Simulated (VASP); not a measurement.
A run of VASP 6.6.1:

INCAR

```
ALGO     = Normal         # electronic algorithm
EDIFF    = 1E-6           # SCF threshold, eV
ENCUT    = 520            # plane-wave cutoff, eV
GGA      = PE             # functional
ISIF     = 2              # what is computed and relaxed
ISMEAR   = 0              # smearing method
LASPH    = True           # aspherical terms in the spheres
LCHARG   = False          # write CHGCAR
LREAL    = False          # projectors in reciprocal space
LWAVE    = False          # write WAVECAR
NBANDS   = 16             # bands
NELM     = 80             # most SCF steps
PREC     = Accurate       # precision mode
SIGMA    = 0.05           # smearing width, eV
```

The input KPOINTS:

```
k-points
0
Gamma
  9 9 6
```

The input POSCAR:

```
MgO
1.0
    3.1197997655      0.0000000000      0.0000000000
   -1.5598998828      2.7018258517      0.0000000000
    0.0000000000      0.0000000000      5.7834848054
Mg O
2 2
Direct
    0.3333333333      0.6666666667      0.0356068245
    0.6666666667      0.3333333333      0.5356068245
    0.3333333333      0.6666666667      0.3982811987
    0.6666666667      0.3333333333      0.8982811987
```

Potentials or basis: VASP PAW PBE potentials, release 64 (Mg, O).

Run with:

```sh
$ cat potpaw_PBE.64/Mg/POTCAR potpaw_PBE.64/O/POTCAR > POTCAR
$ mpirun -np 1 vasp_std > vasp.out
```

Hardware: 1 thread of Intel(R) Xeon(R) 6975P-C (Granite Rapids) (shared host).

Task: How long does it take, and how much memory?

Result: Wall time 26 s on 1 thread of Intel(R) Xeon(R) 6975P-C (Granite Rapids), on a shared host, peak memory 0.18 GiB. Counts: scf iterations 13, k points 48.
